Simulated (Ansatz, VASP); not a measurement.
One calculation of YSiNi4, two programs

```
Y Si Ni
1.0
     2.47242   -3.99765    0.00000
     2.47242    3.99765    0.00000
     0.00000    0.00000    3.86417
Y Si Ni
1 1 4
Direct
  0.00000 0.00000 0.00000
  0.50000 0.50000 0.50000
  0.34046 0.65954 0.00000
  0.65954 0.34046 0.00000
  0.50000 0.00000 0.50000
  0.00000 0.50000 0.50000
```

Alike in both runs: functional LDA; k mesh 8 × 8 × 10; occupations gaussian, width 0.1 eV; no spin polarisation.

Ansatz relaxed the structure, and its values are those at the end. VASP's run is a single point on that final structure, the one shown.

|  | VASP | Ansatz |
| --- | --- | --- |
| version | VASP 6.6.1 | Ansatz 0.2.0 |
| potentials or method | VASP PAW LDA potentials, release 64 (Y_sv, Si, Ni), cutoff 600 eV | scalar-relativistic, plane waves, PAW |
| valence electrons in the cell | 55 | 87 |

```tsv
	VASP	Ansatz	Ansatz less VASP
gap on the k mesh at the Fermi level (eV)	none	none	-
pressure (GPa)	0.1	0.0	-0.14
```

LDA's correlation is that of Perdew and Zunger in VASP and of Perdew and Wang (1992) in Ansatz. A gap of «none» marks a metal or a gap that the smearing closes. VASP's potentials hold 55 valence electrons a cell and Ansatz's 87, so a difference there can come from the potentials and not from the codes.
